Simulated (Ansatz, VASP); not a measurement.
Two plane-wave programs on GdO

```xyz
2
Lattice="0.0000 2.7000 2.7000 2.7000 0.0000 2.7000 2.7000 2.7000 0.0000" Properties=species:S:1:pos:R:3 pbc="T T T"
Gd    0.0000    0.0000    0.0000
O     1.3500    1.3500    1.3500
```

Alike in both runs: task single point; functional PBEsol; k mesh 6 × 6 × 6; occupations gaussian, width 0.05 eV; collinear spin; Hubbard terms Gd f U = 8.0 eV.

|  | VASP | Ansatz |
| --- | --- | --- |
| version | VASP 6.6.1 | Ansatz 0.2.0 |
| potentials or method | VASP PAW PBE potentials, release 64 (Gd, O), cutoff 520 eV | scalar-relativistic, plane waves, PAW |
| valence electrons in the cell | 24 | 24 |

Ansatz gave:

```
gap on the k mesh at the Fermi level (eV)                     : none
pressure (GPa)                                                : -3.4
net moment per atom (μB)                                      : 3.07
size of the moment on the site where the two differ most (μB) : 6.74
```

Question: Estimate VASP's values.

Answer: gap on the k mesh at the Fermi level (eV): none; pressure (GPa): -3.6; net moment per atom (μB): 3.96; size of the moment on the site where the two differ most (μB): 7.08.

The net moments are unlike, so the other rows may belong to different states. VASP's potentials were made for PBE, not for PBEsol. Site moments also hang on the region over which each program counts them. The programs project onto different local orbitals, so the same U acts differently, and such runs can settle in different states. A gap of «none» marks a metal or a gap that the smearing closes. Ansatz's warnings: filled band counts differ across k points, specified occupation not kept, symmetry narrowed by occupation matrices.

Spin-orbit coupling is off throughout.
